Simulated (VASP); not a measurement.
The system is NaS3.

```
Na S
1.0
     4.34356    0.00000    0.00000
     0.00000    4.34356    0.00000
     0.00000    0.00000    4.34356
Na S
1 3
Cartesian
  0.0000 0.0000 0.0000
  0.0000 2.1718 2.1718
  2.1718 0.0000 2.1718
  2.1718 2.1718 0.0000
```

| Item | Value |
| --- | --- |
| Program | VASP 6.6.1 |
| Task | relaxation of cell and atoms |
| Functional | PBE |
| Potentials or basis | VASP PAW PBE potentials, release 64 (Na_pv, S) |
| Cutoff | 600 eV |
| k mesh | 4 × 4 × 4 |
| Occupations | gaussian, width 0.1 eV |
| Spin | no spin polarisation |

At the start: pressure -5.8 GPa; volume 20.49 Å³/atom.

Where does the relaxation end?

Over 3 steps the energy falls by 59.7 meV/atom and the volume is 17.66 Å³/atom (-13.8 %); space group Pm-3m (No. 221, to 0.05 Å).

Step by step:
| step | energy change (eV) | largest force (eV/Å) | pressure (GPa) | volume (Å³) |
| --- | --- | --- | --- | --- |
| 1 | 0.0000 | 0.0000 | -5.82 | 81.95 |
| 2 | -0.2194 | 0.0000 | -2.03 | 73.43 |
| 3 | -0.2390 | 0.0000 | -0.16 | 70.65 |

Final structure:
```
Na S
1.0
     4.13392    0.00000    0.00000
     0.00000    4.13392    0.00000
     0.00000    0.00000    4.13392
Na S
1 3
Direct
  0.00000 0.00000 0.00000
  0.00000 0.50000 0.50000
  0.50000 0.00000 0.50000
  0.50000 0.50000 0.00000
```

Caveat: the k points lie up to 0.38 Å⁻¹ apart in the final cell.
